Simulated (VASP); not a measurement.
# BN (P6_3/mmc) in VASP: a series of runs, part 2 of 2

VASP 6.6.1. Earlier steps stand in the parts before.

### Step 4. Single point, r2SCAN

This run uses another cell than the first one, of the same volume but with other edges.

The input, POSCAR:

```
BN
1.0
    2.4606299459      0.0000000000      0.0000000000
   -1.2303149730      2.1309680424      0.0000000000
    0.0000000000      0.0000000000      7.1014321335
B N
2 2
Direct
    0.3333333333      0.6666666667      0.2500000000
    0.6666666667      0.3333333333      0.7500000000
    0.3333333333      0.6666666667      0.7500000000
    0.6666666667      0.3333333333      0.2500000000
```

The input, INCAR.step1:

```
PREC = Accurate
ENCUT = 520
ISMEAR = 0
SIGMA = 0.05
LREAL = False
LASPH = True
NELM = 60
NBANDS = 16
GGA = PE
ALGO = Normal
EDIFF = 1E-4
LWAVE = True
LCHARG = False
```

The input, INCAR.step2:

```
PREC = Accurate
ENCUT = 520
EDIFF = 1E-6
ISMEAR = 0
SIGMA = 0.05
LREAL = False
LASPH = True
NELM = 60
ALGO = Normal
ISIF = 2
LWAVE = False
LCHARG = False
METAGGA = R2SCAN
LMIXTAU = True
NBANDS = 16
ISTART = 1
```

The input, KPOINTS:

```
Automatic mesh
0
Gamma
  12 12 4
```

Potentials or basis: VASP PAW PBE potentials, release 64 (B, N).

Started as:

```bash
$ cat potpaw_PBE.64/B/POTCAR potpaw_PBE.64/N/POTCAR > POTCAR
$ cp INCAR.step1 INCAR
$ mpirun -np 1 vasp_std > vasp.out
$ cp INCAR.step2 INCAR
$ mpirun -np 1 vasp_std > vasp.out
```

OUTCAR:

```text
PREC = Accurate
   ENCUT = 520
   EDIFF = 1E-6
   ISMEAR = 0
   LREAL = False
   LASPH = True
   NELM = 60
   ISIF = 2
   METAGGA = R2SCAN
   ISTART = 1

 ion  position               nearest neighbor table
   1  0.333  0.667  0.250-   4 1.42   4 1.42   4 1.42
   2  0.667  0.333  0.750-   3 1.42   3 1.42   3 1.42
   3  0.333  0.667  0.750-   2 1.42   2 1.42   2 1.42
   4  0.667  0.333  0.250-   1 1.42   1 1.42   1 1.42

  LATTYP: Found a hexagonal cell.
 ALAT       =     2.4606299459
[... 639 lines left out ...]
      6      -2.0313      2.00000
[... 8 lines left out ...]
     15      19.7052      0.00000
     16      21.5921      0.00000

 [... further k-points ...]
[... 5 lines left out ...]
  --------------------------------------------------------------------------------------
  -------------------------------------------------------------------------------------
  Total        4.3718257      4.3718257     -0.1889445     -0.0000000      0.0000000      0.0000000
  in kB      188.1066900    188.1066900     -8.1297215     -0.0000000      0.0000000      0.0000000
  external PRESSURE =     122.6945528 kB  Pullay stress =       0.0000000 kB

 VOLUME and BASIS-vectors are now :
 -----------------------------------------------------------------------------
  energy-cutoff  :      520.00
  volume of cell :       37.24
      direct lattice vectors                 reciprocal lattice vectors
     2.460629946  0.000000000  0.000000000     0.406399996  0.234635147  0.000000000
    -1.230314973  2.130968042  0.000000000     0.000000000  0.469270294  0.000000000
     0.000000000  0.000000000  7.101432134     0.000000000  0.000000000  0.140816666

 POSITION                                       TOTAL-FORCE (eV/Angst)
 -----------------------------------------------------------------------------------
     -0.00000      1.42065      1.77536         0.000000     -0.000000      0.000000
      1.23031      0.71032      5.32607         0.000000      0.000000      0.000000
     -0.00000      1.42065      5.32607        -0.000000      0.000000      0.000000
      1.23031      0.71032      1.77536         0.000000      0.000000      0.000000
 -----------------------------------------------------------------------------------
    total drift:                               -0.000000      0.000000      0.000000

  FREE ENERGIE OF THE ION-ELECTRON SYSTEM (eV)
  ---------------------------------------------------
  free  energy   TOTEN  =       -38.5199063130 eV

  energy  without entropy=      -38.5199063130  energy(sigma->0) =      -38.51990631
```

Run time: 79 s. Hardware: 1 thread of Intel Xeon 6975P-C (Granite Rapids), shared host; peak memory 0.15 GiB.

What came out:

| Item | Value |
| --- | --- |
| Free energy | -38.5199 eV |
| Pressure | 12.3 GPa |
| Band gap on the k mesh | 5.06 eV, indirect (least direct gap 5.52 eV) |

Levels at points of the mesh, in eV from the valence-band top:
| k point | band 5 | band 6 | band 7 | band 8 | band 9 | band 10 | band 11 | band 12 |
| --- | --- | --- | --- | --- | --- | --- | --- | --- |
| (0.00, 0.00, 0.00) | -1.30 | -1.30 | -1.28 | -1.28 | 5.17 | 10.21 | 12.77 | 12.77 |
| (0.50, 0.00, 0.00) | -4.37 | -4.34 | -1.31 | -0.63 | 5.06 | 6.18 | 10.64 | 11.30 |
| (0.00, 0.00, 0.50) | -1.29 | -1.29 | -1.29 | -1.29 | 7.31 | 7.31 | 12.81 | 12.81 |
| (0.50, 0.00, 0.50) | -4.35 | -4.35 | -0.97 | -0.97 | 5.47 | 5.47 | 11.14 | 11.14 |

Caveat: the PAW data sets were made with another functional, which shifts forces and pressure a little. A k mesh can miss the band edges.

### Step 5. Single point, r2SCAN

This run uses another cell than the first one, of the same volume but with other edges.

The input, POSCAR:

```
BN
1.0
    2.6940939860      0.0000000000      0.0000000000
   -1.3470469930      2.3331538321      0.0000000000
    0.0000000000      0.0000000000      5.9239729427
B N
2 2
Direct
    0.3333333333      0.6666666667      0.2500000000
    0.6666666667      0.3333333333      0.7500000000
    0.3333333333      0.6666666667      0.7500000000
    0.6666666667      0.3333333333      0.2500000000
```

The input, INCAR.step1:

```
SYSTEM = BN
  PREC = Accurate
  ENCUT = 520
  ISMEAR = 0
  SIGMA = 0.05
  LREAL = .False.
  LASPH = .True.
  NELM = 60
  NBANDS = 16
  GGA = PE
  ALGO = Normal
  EDIFF = 1E-4
  LWAVE = .True.
  LCHARG = .False.
```

The input, INCAR.step2:

```
SYSTEM = BN
  PREC = Accurate
  ENCUT = 520
  EDIFF = 1E-7
  ISMEAR = 0
  SIGMA = 0.05
  LREAL = .False.
  LASPH = .True.
  NELM = 60
  ALGO = Normal
  ISIF = 2
  LWAVE = .False.
  LCHARG = .False.
  METAGGA = R2SCAN
  LMIXTAU = .True.
  NBANDS = 16
  ISTART = 1
```

The input, KPOINTS:

```
regular mesh
0
Gamma
  12 12 4
  0 0 0
```

Potentials or basis: VASP PAW PBE potentials, release 64 (B, N).

Started as:

```bash
$ cat potpaw_PBE.64/B/POTCAR potpaw_PBE.64/N/POTCAR > POTCAR
$ cp INCAR.step1 INCAR
$ mpirun -np 1 vasp_std > vasp.out
$ cp INCAR.step2 INCAR
$ mpirun -np 1 vasp_std > vasp.out
```

OUTCAR:

```text
SYSTEM = BN
   PREC = Accurate
   ENCUT = 520
   EDIFF = 1E-7
   ISMEAR = 0
   LREAL = .False.
   LASPH = .True.
   NELM = 60
   ISIF = 2
   METAGGA = R2SCAN
   ISTART = 1

 ion  position               nearest neighbor table
   1  0.333  0.667  0.250-   4 1.56   4 1.56   4 1.56
   2  0.667  0.333  0.750-   3 1.56   3 1.56   3 1.56
   3  0.333  0.667  0.750-   2 1.56   2 1.56   2 1.56
   4  0.667  0.333  0.250-   1 1.56   1 1.56   1 1.56

  LATTYP: Found a hexagonal cell.
 ALAT       =     2.6940939860
 C/A-ratio  =     2.1988738973

[... 648 lines left out ...]
     16      18.6446      0.00000

 [... further k-points ...]
[... 5 lines left out ...]
  --------------------------------------------------------------------------------------
  -------------------------------------------------------------------------------------
  Total      -15.1405174    -15.1405174      1.1710319      0.0000000      0.0000000      0.0000000
  in kB     -651.4515425   -651.4515425     50.3860289      0.0000000      0.0000000      0.0000000
  external PRESSURE =    -417.5056854 kB  Pullay stress =       0.0000000 kB

 VOLUME and BASIS-vectors are now :
 -----------------------------------------------------------------------------
  energy-cutoff  :      520.00
  volume of cell :       37.24
      direct lattice vectors                 reciprocal lattice vectors
     2.694093986  0.000000000  0.000000000     0.371182299  0.214302200  0.000000000
    -1.347046993  2.333153832  0.000000000     0.000000000  0.428604401  0.000000000
     0.000000000  0.000000000  5.923972943     0.000000000  0.000000000  0.168805633

 POSITION                                       TOTAL-FORCE (eV/Angst)
 -----------------------------------------------------------------------------------
     -0.00000      1.55544      1.48099        -0.000000      0.000000      0.000000
      1.34705      0.77772      4.44298         0.000000      0.000000      0.000000
     -0.00000      1.55544      4.44298        -0.000000      0.000000      0.000000
      1.34705      0.77772      1.48099         0.000000     -0.000000      0.000000
 -----------------------------------------------------------------------------------
    total drift:                                0.000000     -0.000000      0.000000

  FREE ENERGIE OF THE ION-ELECTRON SYSTEM (eV)
  ---------------------------------------------------
  free  energy   TOTEN  =       -37.3258608976 eV

  energy  without entropy=      -37.3258608976  energy(sigma->0) =      -37.32586090
```

Run time: 1.7 min. Hardware: 1 thread of Intel Xeon 6975P-C (Granite Rapids), shared host; peak memory 0.16 GiB.

What came out:

- Free energy: -37.3259 eV
- Pressure: -41.8 GPa
- Band gap on the k mesh: 4.30 eV, indirect (least direct gap 4.53 eV)

Levels at points of the mesh, in eV from the valence-band top:
| k point | band 4 | band 5 | band 6 | band 7 | band 8 | band 9 | band 10 | band 11 | band 12 | band 13 |
| --- | --- | --- | --- | --- | --- | --- | --- | --- | --- | --- |
| (0.00, 0.00, 0.00) | -2.31 | -1.73 | -1.73 | -1.57 | -1.57 | 5.91 | 9.30 | 10.25 | 10.25 | 10.62 |
| (0.50, 0.00, 0.00) | -8.39 | -4.15 | -3.91 | -1.93 | -0.16 | 4.37 | 6.34 | 7.98 | 8.20 | 13.01 |
| (0.00, 0.00, 0.50) | -4.47 | -1.65 | -1.65 | -1.65 | -1.65 | 8.15 | 8.15 | 10.42 | 10.42 | 10.42 |
| (0.50, 0.00, 0.50) | -8.54 | -4.03 | -4.03 | -0.89 | -0.89 | 4.73 | 4.73 | 8.28 | 8.28 | 13.76 |

Caveat: the PAW data sets were made with another functional, which shifts forces and pressure a little.

### Step 6. Single point, r2SCAN

This run uses another cell than the first one, of the same volume but with other edges.

The input, POSCAR:

```
BN
1.0
    2.2915444578      0.0000000000      0.0000000000
   -1.1457722289      1.9845357143      0.0000000000
    0.0000000000      0.0000000000      8.1880781007
B N
2 2
Direct
    0.3333333333      0.6666666667      0.2500000000
    0.6666666667      0.3333333333      0.7500000000
    0.3333333333      0.6666666667      0.7500000000
    0.6666666667      0.3333333333      0.2500000000
```

The input, INCAR.step1:

```
SYSTEM = BN
ALGO = Normal ; EDIFF = 1E-4
ENCUT = 520 ; GGA = PE
ISMEAR = 0 ; LASPH = .True.
LCHARG = .False. ; LREAL = .False.
LWAVE = .True. ; NBANDS = 16
NELM = 100 ; PREC = Accurate
SIGMA = 0.05
```

The input, INCAR.step2:

```
SYSTEM = BN
ALGO = Normal ; EDIFF = 1E-6
ENCUT = 520 ; ISIF = 2
ISMEAR = 0 ; ISTART = 1
LASPH = .True. ; LCHARG = .False.
LMIXTAU = .True. ; LREAL = .False.
LWAVE = .False. ; METAGGA = R2SCAN
NBANDS = 16 ; NELM = 100
PREC = Accurate ; SIGMA = 0.05
```

The input, KPOINTS:

```
k-points
0
Gamma
  12 12 4
  0 0 0
```

Potentials or basis: VASP PAW PBE potentials, release 64 (B, N).

Started as:

```bash
$ cat potpaw_PBE.64/B/POTCAR potpaw_PBE.64/N/POTCAR > POTCAR
$ cp INCAR.step1 INCAR
$ mpirun -np 1 vasp_std > vasp.out
$ cp INCAR.step2 INCAR
$ mpirun -np 1 vasp_std > vasp.out
```

It took 89 s on 1 thread of Intel Xeon 6975P-C (Granite Rapids), shared host; peak memory 0.16 GiB.

It converged, with:

```yaml
Free_energy: -36.3422 eV
Pressure: 76.3 GPa
Band_gap_on_the_k_mesh: 4.25 eV, indirect (least direct gap 5.22 eV)
```

Stress tensor (GPa, compression positive):
```
115.07   0.00   0.00
  0.00 115.07   0.00
  0.00   0.00  -1.37
```

Levels at points of the mesh, in eV from the valence-band top:
| k point | band 5 | band 6 | band 7 | band 8 | band 9 | band 10 | band 11 | band 12 |
| --- | --- | --- | --- | --- | --- | --- | --- | --- |
| (0.00, 0.00, 0.00) | -0.98 | -0.98 | -0.98 | -0.98 | 4.25 | 7.94 | 12.00 | 14.74 |
| (0.50, 0.00, 0.00) | -4.73 | -4.72 | -1.32 | -1.10 | 5.66 | 6.23 | 12.39 | 13.52 |
| (0.00, 0.00, 0.50) | -0.98 | -0.98 | -0.98 | -0.98 | 5.67 | 5.67 | 14.74 | 14.74 |
| (0.50, 0.00, 0.50) | -4.73 | -4.73 | -1.21 | -1.21 | 5.91 | 5.91 | 13.17 | 13.17 |

Caveat: the PAW data sets were made with another functional, which shifts forces and pressure a little.

### Step 7. Summary

```tsv
cell	gap on the mesh (eV)	pressure (GPa)
a = 2.423, b = 2.423, c = 7.325 Å, angles 90.0, 90.0, 120.0°, 4 atoms	4.95	24.5
a = 2.535, b = 2.535, c = 6.690 Å, angles 90.0, 90.0, 120.0°, 4 atoms	4.82	-8.8
a = 2.461, b = 2.461, c = 7.101 Å, angles 90.0, 90.0, 120.0°, 4 atoms	5.06	12.3
a = 2.694, b = 2.694, c = 5.924 Å, angles 90.0, 90.0, 120.0°, 4 atoms	4.30	-41.8
a = 2.292, b = 2.292, c = 8.188 Å, angles 90.0, 90.0, 120.0°, 4 atoms	4.25	76.3
```

Alike in all rows: task single point; level r2SCAN; potentials or basis VASP PAW PBE potentials, release 64 (B, N); no spin polarisation; k mesh 12 × 12 × 4; cutoff (eV) 520; smearing gaussian 0.05 eV.

Caveats: the PAW data sets were made with another functional, which shifts forces and pressure a little.

Absolute energies hang on the potentials; compare differences alone.
